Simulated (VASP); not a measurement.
Crystal: CdF2.

```
Cd F
1.0
     0.00000    2.57473    2.57473
     2.57473    0.00000    2.57473
     2.57473    2.57473    0.00000
Cd F
1 2
Cartesian
  0.0000 0.0000 0.0000
  3.8621 3.8621 3.8621
  1.2874 1.2874 1.2874
```

Base run:

| Property | Result |
| --- | --- |
| Program | VASP 6.6.1 |
| Functional | PBEsol |
| Potentials or basis | VASP PAW PBE potentials, release 64 (Cd_sv_GW, F) |
| Cutoff | 600 eV |
| k mesh | 9 × 9 × 9 |
| Occupations | fermi-dirac, width 0.05 eV |
| Spin | no spin polarisation |

Its results: band gap on the k mesh 3.42 eV, indirect (least direct gap 3.68 eV); pressure 19.3 GPa.

Task: The run is repeated on the same cell with these changes: potentials or basis from VASP PAW PBE potentials, release 64 (Cd_sv_GW, F) to VASP PAW PBE potentials, release 64 (Cd, F); cutoff from 600 eV to 520 eV; further incar settings from ALGO = Normal; EDIFF = 1e-06; NBANDS = 24 to ALGO = Normal; EDIFF = 1e-06; NBANDS = 20; valence electrons from 34 to 26. What comes out?

Result: Band gap on the k mesh 3.40 eV, indirect (least direct gap 3.65 eV); pressure 21.8 GPa.

Caveats: the PAW data sets were made with another functional, which shifts forces and pressure a little.

A k mesh can miss the band edges.
